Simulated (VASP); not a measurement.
Wanted: the native input for a VASP 6.6.1 run.

```yaml
Task: single point
Functional: PBE
Potentials_or_basis: VASP PAW PBE potentials, release 64 (Cu, S)
Cutoff: 520 eV
k_mesh: 8 × 8 × 8
Occupations: gaussian, width 0.1 eV
Spin: no spin polarisation
Dipole_correction: no
Further_INCAR_settings: ALGO = Normal; EDIFF = 1e-07; NBANDS = 28
```

The structure of Cu2S3 lies in POSCAR:

```
Cu2S3
1.0
    4.5412591056      0.0000000000      0.0000000000
    0.0000000000      4.5412591056      0.0000000000
    0.0000000000      0.0000000000      4.5412591056
Cu S
2 3
Direct
    0.0000000000      0.0000000000      0.0000000000
    0.5000000000      0.5000000000      0.5000000000
    0.0000000000      0.5000000000      0.5000000000
    0.5000000000      0.0000000000      0.5000000000
    0.5000000000      0.5000000000      0.0000000000
```

One way to write it, as run:

INCAR

```
ALGO = Normal
EDIFF = 1E-7
ENCUT = 520
GGA = PE
ISIF = 2
ISMEAR = 0
LASPH = True
LCHARG = True
LELF = True
LREAL = False
LVHAR = True
LWAVE = False
NBANDS = 28
NELM = 100
PREC = Accurate
SIGMA = 0.1
```

KPOINTS

```
k-points
0
Gamma
  8 8 8
```

Potentials or basis: VASP PAW PBE potentials, release 64 (Cu, S).

The run is started by

```console
$ cat potpaw_PBE.64/Cu/POTCAR potpaw_PBE.64/S/POTCAR > POTCAR
$ mpirun -np 1 vasp_std > vasp.out
```

Results of the run:

| Property | Result |
| --- | --- |
| Pressure | 0.0 GPa |
| Band gap on the k mesh | zero (band 20 reaches 4.95 eV, above the bottom of band 21 at 3.83 eV) |

It took 91 s on 1 thread of Intel(R) Xeon(R) Platinum 8259CL CPU @ 2.50GHz (Skylake/Cascade Lake), with other jobs on the host, peak memory 0.24 GiB.
